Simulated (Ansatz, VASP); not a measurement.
# C in VASP and in Ansatz

```xyz
4
Lattice="2.3797 0.0000 0.0000 -1.1899 2.0609 0.0000 0.0000 0.0000 3.9637" Properties=species:S:1:pos:R:3 pbc="T T T"
C     0.0000    1.3739    0.2490
C     1.1899    0.6870    2.2309
C     0.0000    1.3739    1.7328
C     1.1899    0.6870    3.7147
```

Alike in both runs: task single point; functional LDA; k mesh 13 × 13 × 7; occupations fermi-dirac, width 0.05 eV; no spin polarisation.

```csv
,VASP,Ansatz
version,VASP 6.6.1,Ansatz 0.2.0
potentials or method,"VASP PAW LDA potentials, release 64 (C), cutoff 520 eV","plane waves (420 eV) with PAW, scalar-relativistic"
valence electrons in the cell,16,16
```

VASP gave:

```
gap on the k mesh at the Fermi level (eV) : 2.68
```

Problem. Which values does Ansatz return?

Solution. gap on the k mesh at the Fermi level (eV): 2.70.

Ansatz warns that its potentials were made for another functional, while VASP's fit it. LDA's correlation is that of Perdew and Zunger in VASP and of Perdew and Wang (1992) in Ansatz.
